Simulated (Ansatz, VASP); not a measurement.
## One calculation of Sn, two programs

The input INCAR:

```
SYSTEM = Sn
  PREC = Accurate
  ENCUT = 520
  EDIFF = 1E-6
  ISMEAR = 0
  SIGMA = 0.15
  LREAL = .False.
  LASPH = .True.
  NELM = 80
  ALGO = Fast
  ISIF = 2
  LWAVE = .False.
  LCHARG = .False.
  GGA = PE
  IVDW = 12
  NBANDS = 13
```

The input KPOINTS:

```
Automatic mesh
0
Gamma
  20 20 20
  0 0 0
```

Contents of POSCAR:

```
Sn
1.0
   -2.0001217658      2.0001217658      1.7001035009
    2.0001217658     -2.0001217658      1.7001035009
    2.0001217658      2.0001217658     -1.7001035009
Sn
1
Direct
    0.0000000000      0.0000000000      0.0000000000
```

Input for Ansatz:

```yaml
crystal:
  lattice:
    - [-2.0001217658, 2.0001217658, 1.7001035009]
    - [2.0001217658, -2.0001217658, 1.7001035009]
    - [2.0001217658, 2.0001217658, -1.7001035009]
  atoms:
    - { symbol: Sn, position: [0.0, 0.0, 0.0] }
basis:
  ecutwfc: 420
kpoints:
  mp_grid: { grid: [20, 20, 20] }
hamiltonian:
  xc: pbe
  dispersion: d3bj
scf:
  occupations: { method: gaussian, width: 0.15 }
output:
  forces: true
  stress: true
  eigenvalues: true
  write_density: true
  write_potential: true
  elf: true
  volumetric_format: npy
```

Alike in both runs: task single point; functional PBE; dispersion D3(BJ); k mesh 20 × 20 × 20; occupations gaussian, width 0.15 eV; no spin polarisation.

```csv
,VASP,Ansatz
version,VASP 6.6.1,Ansatz 0.2.0
potentials or method,"VASP PAW PBE potentials, release 64 (Sn_d), cutoff 520 eV","scalar-relativistic, plane waves, PAW"
valence electrons in the cell,14,14
```

```tsv
	VASP	Ansatz	Ansatz less VASP
gap on the k mesh at the Fermi level (eV)	none	none	-
pressure (GPa)	-1.2	-1.2	-0.01
traceless stress, the component that is largest in VASP (GPa)	0.28	0.28	+0.001
```

A gap of «none» marks a metal or a gap that the smearing closes.
